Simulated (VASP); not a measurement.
# NaI (Fm-3m) in VASP: G0W0 quasiparticle levels with PBE

Aim: the G0W0 quasiparticle levels of NaI with PBE.

Program: VASP 6.6.1. These are calculated values, not measurements. Logs are shortened: lines on timing, memory, paths and dates and some standing lists are left out, and cuts for length are marked.

### 1 The cell of the first run

It takes space group Fm-3m (No. 225, cubic). The conventional cell has a = 6.459 Å, b = 6.459 Å, c = 6.459 Å, α = 90.00°, β = 90.00°, γ = 90.00°. Na (site symmetry m-3m) has 6 I at 3.23 Å within 4.2 Å. Within 4.2 Å of I (site symmetry m-3m) lie 6 Na at 3.23 Å.

### 2 G0W0 quasiparticle levels, PBE

File POSCAR:

```
NaI
1.0
    0.0000000000      3.2296283248      3.2296283248
    3.2296283248      0.0000000000      3.2296283248
    3.2296283248      3.2296283248      0.0000000000
Na I
1 1
Direct
    0.0000000000      0.0000000000      0.0000000000
    0.5000000000      0.5000000000      0.5000000000
```

File INCAR.step1:

```
SYSTEM = NaI
PREC = Accurate
ENCUT = 500
EDIFF = 1E-8
ISMEAR = 0
SIGMA = 0.01
LREAL = .FALSE.
LASPH = .TRUE.
NELM = 80
ALGO = Normal
LWAVE = .TRUE.
LCHARG = .FALSE.
GGA = PE
```

File INCAR.step2:

```
SYSTEM = NaI
PREC = Accurate
ENCUT = 500
EDIFF = 1E-8
ISMEAR = 0
SIGMA = 0.01
LREAL = .FALSE.
LASPH = .TRUE.
NELM = 1
ALGO = Exact
LWAVE = .TRUE.
LCHARG = .FALSE.
GGA = PE
NBANDS = 377
LOPTICS = .TRUE.
ISTART = 1
```

File INCAR.step3:

```
SYSTEM = NaI
PREC = Accurate
ENCUT = 500
EDIFF = 1E-8
ISMEAR = 0
SIGMA = 0.01
LREAL = .FALSE.
LASPH = .TRUE.
ALGO = EVGW0
LWAVE = .FALSE.
LCHARG = .FALSE.
GGA = PE
NELMGW = 1
NBANDS = 377
ENCUTGW = 180.0
NOMEGA = 96
PRECFOCK = Fast
ISTART = 1
NBANDSGW = 16
OMEGAMAX = 20
```

File KPOINTS:

```
Automatic mesh
0
G
  4 4 4
  0 0 0
```

Potentials or basis: VASP PAW PBE potentials, release 64 (Na_sv_GW, I_GW).

Run with:

```bash
cat potpaw_PBE.64/Na_sv_GW/POTCAR potpaw_PBE.64/I_GW/POTCAR > POTCAR
cp INCAR.step1 INCAR
mpirun -np 1 vasp_std > vasp.out
cp INCAR.step2 INCAR
mpirun -np 1 vasp_std > vasp.out
cp INCAR.step3 INCAR
mpirun -np 1 vasp_std > vasp.out
```

OUTCAR:

```text
SYSTEM = NaI
   PREC = Accurate
   ENCUT = 500
   EDIFF = 1E-8
   ISMEAR = 0
   LREAL = .FALSE.
   LASPH = .TRUE.
   GGA = PE
   NELMGW = 1
   ENCUTGW = 180.0
   PRECFOCK = Fast
   ISTART = 1

 ion  position               nearest neighbor table
   1  0.000  0.000  0.000-
   2  0.500  0.500  0.500-

  LATTYP: Found a face centered cubic cell.
 ALAT       =     6.4592566496

  Lattice vectors:

 A1 = (   0.0000000000,   3.2296283248,   3.2296283248)
 A2 = (   3.2296283248,   0.0000000000,   3.2296283248)
 A3 = (   3.2296283248,   3.2296283248,   0.0000000000)

Analysis of symmetry for initial positions (statically):
=====================================================================
 Subroutine PRICEL returns:
 Original cell was already a primitive cell.

 Routine SETGRP: Setting up the symmetry group for a
 face centered cubic supercell.

 Subroutine GETGRP returns: Found 48 space group operations
 (whereof 48 operations were pure point group operations)
 out of a pool of 48 trial point group operations.

The static configuration has the point symmetry O_h .

Analysis of symmetry for dynamics (positions and initial velocities):
=====================================================================
 Subroutine PRICEL returns:
 Original cell was already a primitive cell.

 Routine SETGRP: Setting up the symmetry group for a
 face centered cubic supercell.

 Subroutine GETGRP returns: Found 48 space group operations
 (whereof 48 operations were pure point group operations)
 out of a pool of 48 trial point group operations.

The dynamic configuration has the point symmetry O_h .

 Subroutine INISYM returns: Found 48 space group operations
 (whereof 48 operations are pure point group operations),
 and found     1 'primitive' translations

----------------------------------------------------------------------------------------

                                     Primitive cell

  volume of cell :      67.3733

  direct lattice vectors                    reciprocal lattice vectors
     0.000000000  3.229628325  3.229628325    -0.154816576  0.154816576  0.154816576
     3.229628325  0.000000000  3.229628325     0.154816576 -0.154816576  0.154816576
     3.229628325  3.229628325  0.000000000     0.154816576  0.154816576 -0.154816576

  length of vectors
     4.567384178  4.567384178  4.567384178     0.268150176  0.268150176  0.268150176

  position of ions in fractional coordinates (direct lattice)
     0.000000000  0.000000000  0.000000000
     0.500000000  0.500000000  0.500000000

  ion indices of the primitive-cell ions
   primitive index   ion index
                 1           1
                 2           2

----------------------------------------------------------------------------------------

 KPOINTS: Automatic mesh

Automatic generation of k-mesh.
 Grid dimensions read from file:
 generate k-points for:    4    4    4

 Generating k-lattice:

  Cartesian coordinates                     Fractional coordinates (reciprocal lattice)
    -0.038704144  0.038704144  0.038704144     0.250000000  0.000000000  0.000000000
     0.038704144 -0.038704144  0.038704144     0.000000000  0.250000000  0.000000000
     0.038704144  0.038704144 -0.038704144     0.000000000  0.000000000  0.250000000

  Length of vectors
     0.067037544  0.067037544  0.067037544

  Shift w.r.t. Gamma in fractional coordinates (k-lattice)
     0.000000000  0.000000000  0.000000000

 Subroutine IBZKPT returns following result:
 ===========================================

 Found      8 irreducible k-points:

 Following reciprocal coordinates:
            Coordinates               Weight
  0.000000  0.000000  0.000000      1.000000
  0.250000  0.000000  0.000000      8.000000
  0.500000  0.000000  0.000000      4.000000
  0.250000  0.250000  0.000000      6.000000
  0.500000  0.250000  0.000000     24.000000
 -0.250000  0.250000  0.000000     12.000000
  0.500000  0.500000  0.000000      3.000000
 -0.250000  0.500000  0.250000      6.000000
   k-points           NKPTS =      8   k-points in BZ     NKDIM =     64   number of bands    NBANDS=    377
   number of dos      NEDOS =    301   number of ions     NIONS =      2
   total plane-waves  NPLWV =  46656
   dimension x,y,z NGX =    36 NGY =   36 NGZ =   36
   dimension x,y,z NGXF=    72 NGYF=   72 NGZF=   72
   ions per type =               1   1
   NGX,Y,Z   is equivalent  to a cutoff of  13.10, 13.10, 13.10 a.u.
   NGXF,Y,Z  is equivalent  to a cutoff of  26.21, 26.21, 26.21 a.u.
 SYSTEM =  NaI
   PREC   = accura    normal or accurate (medium, high low for compatibility)
   ISTART =      1    job   : 0-new  1-cont  2-samecut
   ICHARG =      0    charge: 1-file 2-atom 10-const
   ISPIN  =      1    spin polarized calculation?
   LNONCOLLINEAR =      F non collinear calculations
   LSORBIT =      F    spin-orbit coupling
   LASPH  =      T    aspherical Exc in radial PAW
   ENCUT  =  500.0 eV  36.75 Ry    6.06 a.u.   8.33  8.33  8.33*2*pi/ulx,y,z
   NELM   =     60;   NELMIN=  2; NELMDL=  0     # of ELM steps
   EDIFF  = 0.1E-07   stopping-criterion for ELM
   LREAL  =      F    real-space projection
   EDIFFG = 0.1E-06   stopping-criterion for IOM
   NSW    =      0    number of steps for IOM
   IBRION =     -1    ionic relax: 0-MD 1-quasi-New 2-CG
   NFREE  =      0    steps in history (QN), initial steepest desc. (CG)
   ISIF   =      0    stress and relaxation
   ISYM   =      3    0-nonsym 1-usesym 2-fastsym
   POTIM  = 0.5000    time-step for ionic-motion
   TEBEG  =    0.0;   TEEND  =   0.0 temperature during run
   PSTRESS=    0.0 pullay stress
   NELECT =      16.0000    total number of electrons
   NUPDOWN=      -1.0000    fix difference up-down
   EMIN   =  10.00;   EMAX   =-10.00  energy-range for DOS
   EFERMI =   0.00;   METHOD = LEGACY
   ISMEAR =     0;   SIGMA  =   0.01  broadening in eV -4-tet -1-fermi 0-gaus
   EFERMI_NEDOS =   21; number of points for ismear=-14 and -15
   IALGO  =     38    algorithm
   IMIX   =      4    mixing-type and parameters
     AMIX     =   0.40;   BMIX     =  1.00
     AMIX_MAG =   1.60;   BMIX_MAG =  1.00
  volume/ion in A,a.u.               =      33.69       227.33
  Fermi-wavevector in a.u.,A,eV,Ry     =   1.013800  1.915804 13.983938  1.027790
  Thomas-Fermi vector in A             =   2.146990
   LORBIT       =      0    0 simple, 1 ext, 2 COOP (PROOUT), +10 PAW based schemes
   GGA     = PE    functional components
   LHFCALC =     T    Hartree Fock is set to
   PRECFOCK=fast      Normal, Fast or Accurate (Low or Medium for compatibility)
   ENCUT4O =  -1.0   cutoff for four orbital integrals eV
   NKREDX  =     1    reduce k-point grid by
   NKREDY  =     1    reduce k-point grid by
   NKREDZ  =     1    reduce k-point grid by
   AEXX    =    1.0000 exact exchange contribution
   HFSCREEN=    0.0000 screening length (either q_TF or 0.3 A-1)
   HFSCREENC=   0.0000 screening length for correlation (either q_TF or 0.3 A-1)
   ENCUTFOCK=  -1.0 apply spherical cutoff to Coloumb kernel
   IVDW    =     0    specifies the selected vdW correction
   LEPSILON=     F    determine dielectric tensor
   LRPA    =     F    only Hartree local field effects (RPA)
   LRPAFORCE           =     F    calculate RPA forces
   ENCUTGW             = 180.0    cutoff for response function in eV
   ENCUTGWSOFT         = 144.0    soft cutoff for Coulomb kernel in GW response function in eV
   ENCUTLF             =  -1.0    cutoff for local field effects
   NELMGW              =     1    number of iterations in solving QP/BSE equation
   NELMHF              =     1    number of iterations in the inner HF iteration
   NKREDLFX            =     1    NKREDLFY  =   1   NKREDLFZ  =   1
 non-spin polarized calculation
 Gauss-broadening in eV      SIGMA  =   0.01
  energy-cutoff  :      500.00
  volume of cell :       67.37
 maximum number of plane-waves:      1724
 NGX is ok and might be reduce to    36
  NGX = 18; NGY = 18; NGZ = 18
   NGX = 17   NGY = 17   NGZ = 17
 maximum number of plane-waves:       380

 QP shifts <psi_nk| G(iteration)W_0 |psi_nk>: iteration 1
 for sc-GW calculations column KS-energies equals QP-energies in previous step
 and V_xc(KS)=  KS-energies - (<T + V_ion + V_H > + <T+V_H+V_ion>^1  + <V_x>^1)

 k-point   1 :       0.0000    0.0000    0.0000
  band No.  KS-energies  QP-energies   sigma(KS)   V_xc(KS)     V^pw_x(r,r')   Z            occupation Imag(sigma)

      1     -49.6701     -57.8197     -40.2403     -29.2787     -49.1331       0.7435       2.0000       0.2658
      2     -21.6086     -26.7072     -34.9656     -28.3130     -41.3430       0.7664       2.0000       0.0698
      3     -21.6086     -26.7072     -34.9656     -28.3130     -41.3430       0.7664       2.0000       0.0698
      4     -21.6086     -26.7072     -34.9656     -28.3130     -41.3430       0.7664       2.0000       0.0698
      5     -10.2061     -11.5677     -13.7789     -11.9506     -18.9307       0.7448       2.0000       1.3225
      6       0.8259      -0.7718     -13.3318     -11.3010     -14.3158       0.7867       2.0000       0.0305
[... 8 lines left out ...]
     15      11.2668      11.4372      -5.2789      -5.5008      -1.2265       0.7682       0.0000      -0.1211
     16      12.3785      12.9242      -7.0214      -7.7401      -2.6478       0.7594       0.0000      -0.1750

 k-point   2 :       0.2500    0.0000    0.0000
  band No.  KS-energies  QP-energies   sigma(KS)   V_xc(KS)     V^pw_x(r,r')   Z            occupation Imag(sigma)

      1     -49.6702     -57.8093     -40.2403     -29.2788     -49.1332       0.7425       2.0000       0.2656
      2     -21.6114     -26.6762     -34.9552     -28.3007     -41.3313       0.7611       2.0000       0.0745
      3     -21.6090     -26.7027     -34.9626     -28.3123     -41.3398       0.7659       2.0000       0.0702
      4     -21.6090     -26.7027     -34.9626     -28.3123     -41.3398       0.7659       2.0000       0.0702
      5     -10.0531     -11.3567     -13.8427     -12.1054     -18.9958       0.7504       2.0000       1.2987
      6      -0.4771      -2.1279     -12.2324     -10.1014     -13.4901       0.7746       2.0000       0.0422
[... 8 lines left out ...]
     15      11.2718      11.7769      -6.4532      -7.1154      -2.2345       0.7629       0.0000      -0.1336
     16      14.4457      14.7220      -6.1215      -6.4808      -1.6288       0.7689       0.0000      -0.3186

 k-point   3 :       0.5000    0.0000    0.0000
  band No.  KS-energies  QP-energies   sigma(KS)   V_xc(KS)     V^pw_x(r,r')   Z            occupation Imag(sigma)

      1     -49.6700     -57.8709     -40.2397     -29.2790     -49.1326       0.7482       2.0000       0.2655
      2     -21.6140     -26.6719     -34.9424     -28.2886     -41.3174       0.7601       2.0000       0.0792
      3     -21.6089     -26.7073     -34.9620     -28.3118     -41.3394       0.7667       2.0000       0.0705
      4     -21.6089     -26.7073     -34.9620     -28.3118     -41.3394       0.7667       2.0000       0.0705
      5      -9.8872     -11.1249     -13.9363     -12.2873     -19.0757       0.7506       2.0000       1.2560
      6      -1.3751      -3.1146     -11.8281      -9.5569     -13.4023       0.7659       2.0000       0.0562
[... 74 lines left out ...]
      1     -49.6700     -57.8637     -40.2391     -29.2790     -49.1320       0.7476       2.0000       0.2654
      2     -21.6127     -26.6714     -34.9475     -28.2961     -41.3228       0.7605       2.0000       0.0713
      3     -21.6104     -26.6819     -34.9566     -28.3060     -41.3329       0.7626       2.0000       0.0702
      4     -21.6104     -26.6819     -34.9566     -28.3060     -41.3329       0.7626       2.0000       0.0702
      5      -9.8089     -10.9787     -13.9183     -12.3266     -19.0556       0.7349       2.0000       1.2354
      6      -1.0964      -2.8370     -12.0833      -9.8041     -13.6168       0.7637       2.0000       0.0522
[... 8 lines left out ...]
     15      14.2808      14.9494      -8.0032      -8.8814      -3.4495       0.7613       0.0000      -0.2423
     16      14.2808      14.9494      -8.0032      -8.8814      -3.4495       0.7613       0.0000      -0.2423

 k-point   8 :      -0.2500    0.5000    0.2500
  band No.  KS-energies  QP-energies   sigma(KS)   V_xc(KS)     V^pw_x(r,r')   Z            occupation Imag(sigma)

      1     -49.6700     -57.8778     -40.2394     -29.2790     -49.1323       0.7489       2.0000       0.2655
      2     -21.6112     -26.6748     -34.9537     -28.3023     -41.3298       0.7613       2.0000       0.0716
      3     -21.6112     -26.6748     -34.9537     -28.3023     -41.3298       0.7613       2.0000       0.0716
      4     -21.6112     -26.6748     -34.9537     -28.3023     -41.3298       0.7613       2.0000       0.0716
      5      -9.8002     -10.9558     -13.9439     -12.3480     -19.0751       0.7241       2.0000       1.2194
      6      -0.5959      -2.2998     -12.3174     -10.1070     -13.6846       0.7709       2.0000       0.0448
[... 8 lines left out ...]
     15      13.6368      14.3202      -7.4452      -8.3355      -2.9730       0.7676       0.0000      -0.2377
     16      14.3851      15.0827      -8.1724      -9.0879      -3.5834       0.7620       0.0000      -0.2505
```

Wall time 11 min (1 thread of Intel Xeon Platinum 8375C at 2.90GHz (Ice Lake), shared host); peak memory 1.3 GiB.

What came out:

```
Quasiparticle gap                                   : 5.78 eV
Least direct quasiparticle gap                      : 5.78 eV
Band gap of the starting levels on the mesh         : 3.65 eV
Least direct gap of the starting levels on the mesh : 3.65 eV
```

Caveat: the k points lie up to 0.42 Å⁻¹ apart; bands, screening cutoff and mesh are small and nothing is extrapolated, so the quasiparticle values aren't converged; spin-orbit coupling is left out, which moves the levels of the heavy elements.
